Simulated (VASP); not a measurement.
# Hg (I4_1/amd) in VASP: further runs

Hg is run at these levels: LDA; tasks: single point.

Program: VASP 6.6.1. These are calculated values, not measurements. Logs are shortened: lines on timing, memory, paths and dates and some standing lists are left out, and cuts for length are marked.

**1. The cell of the first run**

It takes space group I4_1/amd (No. 141, tetragonal). Conventional cell: a = 4.787 Å, b = 4.787 Å, c = 2.484 Å, α = 90.00°, β = 90.00°, γ = 90.00°. Hg (site symmetry -4m2) has 10 Hg at 2.47 to 3.03 Å within 3.3 Å.

**2. Single point, LDA**

Input file INCAR:

```
PREC = Accurate
ENCUT = 520
EDIFF = 1E-6
ISMEAR = -1
SIGMA = 0.08
LREAL = F
LASPH = T
NELM = 80
ALGO = Normal
ISIF = 2
LWAVE = F
LCHARG = F
GGA = CA
NBANDS = 19
```

Input file KPOINTS:

```
Automatic mesh
0
Gamma
  17 17 17
```

Input file POSCAR:

```
Hg
1.0
   -2.3932756392      2.3932756392      1.2418474647
    2.3932756392     -2.3932756392      1.2418474647
    2.3932756392      2.3932756392     -1.2418474647
Hg
2
Direct
   -0.3750000000     -0.1250000000     -0.2500000000
    0.3750000000      0.1250000000      0.2500000000
```

Potentials or basis: VASP PAW LDA potentials, release 64 (Hg).

Run with:

```sh
$ cat potpaw_LDA.64/Hg/POTCAR > POTCAR
$ mpirun -np 1 vasp_std > vasp.out
```

OUTCAR:

```text
PREC = Accurate
   ENCUT = 520
   EDIFF = 1E-6
   ISMEAR = -1
   LREAL = F
   LASPH = T
   NELM = 80
   ISIF = 2
   GGA = CA

 ion  position               nearest neighbor table
   1  0.625  0.875  0.750-   2 2.47   2 2.47   2 2.47   2 2.47   2 3.03   2 3.03   2 3.03   2 3.03

   2  0.375  0.125  0.250-   1 2.47   1 2.47   1 2.47   1 2.47   1 3.03   1 3.03   1 3.03   1 3.03

  LATTYP: Found a body centered tetragonal cell.
 ALAT       =     4.7865512784
 C/A-ratio  =     0.5188902792

  Lattice vectors:

 A1 = (  -2.3932756392,   2.3932756392,   1.2418474647)
 A2 = (   2.3932756392,  -2.3932756392,   1.2418474647)
 A3 = (   2.3932756392,   2.3932756392,  -1.2418474647)

Analysis of symmetry for initial positions (statically):
=====================================================================
 Subroutine PRICEL returns:
 Original cell was already a primitive cell.

 Routine SETGRP: Setting up the symmetry group for a
 body centered tetragonal supercell.

 Subroutine GETGRP returns: Found 16 space group operations
 (whereof  4 operations were pure point group operations)
 out of a pool of 16 trial point group operations.

The static configuration has the point symmetry C_2h.
 The point group associated with its full space group is D_4h.

Analysis of symmetry for dynamics (positions and initial velocities):
=====================================================================
 Subroutine PRICEL returns:
 Original cell was already a primitive cell.

 Routine SETGRP: Setting up the symmetry group for a
 body centered tetragonal supercell.

 Subroutine GETGRP returns: Found 16 space group operations
 (whereof  4 operations were pure point group operations)
 out of a pool of 16 trial point group operations.

The dynamic configuration has the point symmetry C_2h.
 The point group associated with its full space group is D_4h.

 Subroutine INISYM returns: Found 16 space group operations
 (whereof  4 operations are pure point group operations),
 and found     1 'primitive' translations

----------------------------------------------------------------------------------------

                                     Primitive cell

  volume of cell :      28.4521

[... 80 lines left out ...]
   ISTART =      0    job   : 0-new  1-cont  2-samecut
   ICHARG =      2    charge: 1-file 2-atom 10-const
   ISPIN  =      1    spin polarized calculation?
   LNONCOLLINEAR =      F non collinear calculations
   LSORBIT =      F    spin-orbit coupling
   LASPH  =      T    aspherical Exc in radial PAW
   ENCUT  =  520.0 eV  38.22 Ry    6.18 a.u.   6.70  6.70  6.70*2*pi/ulx,y,z
   NELM   =     80;   NELMIN=  2; NELMDL= -5     # of ELM steps
   EDIFF  = 0.1E-05   stopping-criterion for ELM
   LREAL  =      F    real-space projection
   EDIFFG = 0.1E-04   stopping-criterion for IOM
   NSW    =      0    number of steps for IOM
   IBRION =     -1    ionic relax: 0-MD 1-quasi-New 2-CG
   NFREE  =      0    steps in history (QN), initial steepest desc. (CG)
   ISIF   =      2    stress and relaxation
   ISYM   =      2    0-nonsym 1-usesym 2-fastsym
   POTIM  = 0.5000    time-step for ionic-motion
   TEBEG  =    0.0;   TEEND  =   0.0 temperature during run
   PSTRESS=    0.0 pullay stress
   NELECT =      24.0000    total number of electrons
   NUPDOWN=      -1.0000    fix difference up-down
   EMIN   =  10.00;   EMAX   =-10.00  energy-range for DOS
   EFERMI =   0.00;   METHOD = LEGACY
   ISMEAR =    -1;   SIGMA  =   0.08  broadening in eV -4-tet -1-fermi 0-gaus
   EFERMI_NEDOS =   21; number of points for ismear=-14 and -15
   IALGO  =     38    algorithm
   IMIX   =      4    mixing-type and parameters
     AMIX     =   0.40;   BMIX     =  1.00
     AMIX_MAG =   1.60;   BMIX_MAG =  1.00
  volume/ion in A,a.u.               =      14.23        96.00
  Fermi-wavevector in a.u.,A,eV,Ry     =   1.546823  2.923072 32.554144  2.392662
  Thomas-Fermi vector in A             =   2.652004
   LORBIT       =      0    0 simple, 1 ext, 2 COOP (PROOUT), +10 PAW based schemes
   GGA     = CA    functional components
   LHFCALC =     F    Hartree Fock is set to
   AEXX    =    0.0000 exact exchange contribution
   IVDW    =     0    specifies the selected vdW correction
   LEPSILON=     F    determine dielectric tensor
   LRPA    =     F    only Hartree local field effects (RPA)
 non-spin polarized calculation
  energy-cutoff  :      520.00
  volume of cell :       28.45
 maximum number of plane-waves:       785
   NGX = 13   NGY = 13   NGZ = 13

 number of electron      24.0000004 magnetization

 Free energy of the ion-electron system (eV)
  ---------------------------------------------------
  ext. energy  EPLUGINS =         0.00000000
  ---------------------------------------------------
  free energy    TOTEN  =         2.76226907 eV

  energy without entropy =        2.77688671  energy(sigma->0) =        2.76957789

 E-fermi :   9.1050     XC(G=0): -13.9987

 val. band max:        9.0965985983   @ k =  -0.2941  -0.2941   0.1176
 cond. band min:       9.1108469823   @ k =   0.2353   0.0588   0.0588
 fundamental gap:      0.0142483840
 Fermi energy:         9.1049533782

 k-point     1 :       0.0000    0.0000    0.0000
  band No.  band energies     occupation
      1      -6.2742      2.00000
      2      -4.1200      2.00000
      3      -3.8545      2.00000
      4      -3.6145      2.00000
      5      -3.1245      2.00000
      6       0.6876      2.00000
[... 505 lines left out ...]
      6       0.3447      2.00000
[... 11 lines left out ...]
     18      26.2467      0.00000
     19      26.9894      0.00000

 [... further k-points ...]

------------------------ aborting loop because EDIFF is reached ----------------------------------------

  FORCE on cell =-STRESS in cart. coord.  units (eV):
  Direction    XX          YY          ZZ          XY          YZ          ZX
  --------------------------------------------------------------------------------------
  -------------------------------------------------------------------------------------
  Total       24.7076796     24.7076796     24.8033184      0.0000000      0.0000000     -0.0000000
  in kB     1391.3258591   1391.3258591   1396.7114220      0.0000000      0.0000000     -0.0000000
  external PRESSURE =    1393.1210467 kB  Pullay stress =       0.0000000 kB

 VOLUME and BASIS-vectors are now :
 -----------------------------------------------------------------------------
  energy-cutoff  :      520.00
  volume of cell :       28.45
      direct lattice vectors                 reciprocal lattice vectors
    -2.393275639  2.393275639  1.241847465     0.000000000  0.208918685  0.402625938
     2.393275639 -2.393275639  1.241847465     0.208918685  0.000000000  0.402625938
     2.393275639  2.393275639 -1.241847465     0.208918685  0.208918685  0.000000000

 POSITION                                       TOTAL-FORCE (eV/Angst)
 -----------------------------------------------------------------------------------
      2.39328      1.19664      0.93139        -0.000000     -0.000000     -0.000000
      0.00000      1.19664      0.31046         0.000000      0.000000      0.000000
 -----------------------------------------------------------------------------------
    total drift:                                0.000000      0.000000     -0.000000

  FREE ENERGIE OF THE ION-ELECTRON SYSTEM (eV)
  ---------------------------------------------------
  free  energy   TOTEN  =         2.7622690732 eV

  energy  without entropy=        2.7768867129  energy(sigma->0) =        2.76957789
```

Run time: 4.9 min. Hardware: 1 thread of AMD EPYC 7R13, shared host; peak memory 0.26 GiB.

What came out:

- Free energy: 2.7623 eV
- Pressure: 139.3 GPa
- Band gap on the k mesh: zero (bands 12 and 13 overlap by 6.82 eV)

Stress tensor (GPa, compression positive):
```
139.13   0.00   0.00
  0.00 139.13   0.00
  0.00   0.00 139.67
```

Levels at points of the mesh, in eV from the Fermi level:
| k point | band 8 | band 9 | band 10 | band 11 | band 12 | band 13 | band 14 | band 15 | band 16 | band 17 |
| --- | --- | --- | --- | --- | --- | --- | --- | --- | --- | --- |
| (0.00, 0.00, 0.00) | -8.37 | -8.37 | -7.14 | -5.91 | 0.12 | 0.12 | 5.69 | 10.13 | 13.06 | 13.06 |

Caveat: the cell stands under pressure; spin-orbit coupling is left out, which moves the levels of the heavy elements.

[end of part 1 of 2]
